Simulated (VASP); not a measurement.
Wanted: the native input for a VASP 6.6.1 run.

* Task: relaxation of cell and atoms
* Functional: PBE
* Potentials or basis: VASP PAW PBE potentials, release 64 (As)
* Cutoff: 600 eV
* k mesh: 10 × 10 × 16
* Occupations: gaussian, width 0.1 eV
* Spin: no spin polarisation
* Dipole correction: no
* Further INCAR settings: ALGO = Normal; EDIFF = 1e-07; IBRION = 2; EDIFFG = -0.01; NSW = 100; ISIF = 3

The structure of As lies in POSCAR:

```
As
1.0
    5.0823570639      0.0000000000      0.0000000000
    0.0000000000      5.0823570639      0.0000000000
    0.0000000000      0.0000000000      2.9988864026
As
4
Direct
    0.7874449496      0.7874449496      0.0000000000
    0.2125550504      0.2125550504      0.0000000000
    0.7125550504      0.2874449496      0.5000000000
    0.2874449496      0.7125550504      0.5000000000
```

These files were run (other wordings do the same):

INCAR

```
SYSTEM = As
  PREC = Accurate
  ENCUT = 600
  EDIFF = 1E-7
  ISMEAR = 0
  SIGMA = 0.1
  LREAL = .FALSE.
  LASPH = .TRUE.
  NELM = 80
  ALGO = Normal
  ISIF = 3
  LWAVE = .FALSE.
  LCHARG = .FALSE.
  GGA = PE
  IBRION = 2
  NSW = 100
  EDIFFG = -0.01
```

KPOINTS

```
regular mesh
0
G
  10 10 16
  0 0 0
```

Potentials or basis: VASP PAW PBE potentials, release 64 (As).

Command:

```sh
$ cat potpaw_PBE.64/As/POTCAR > POTCAR
$ mpirun -np 1 vasp_std > vasp.out
```

Results of the run:

| Item | Value |
| --- | --- |
| Relaxed volume | 19.09 Å³/atom |
| Relaxed cell | a = 4.774 Å, b = 4.774 Å, c = 3.350 Å, α = 90.00°, β = 90.00°, γ = 90.00° |
| Space group after relaxing (to 0.1 Å) | Im-3m (No. 229) |
| Energy gained by relaxing | 47.9 meV/atom |
| Ionic steps | 35 |
| Pressure after relaxing | 0.0 GPa |
| Band gap on the k mesh | zero (bands 10 and 11 overlap by 3.74 eV) |

It took 41 min on 1 thread of Intel(R) Xeon(R) Platinum 8259CL CPU @ 2.50GHz (Skylake/Cascade Lake) (shared host), peak memory 0.38 GiB.
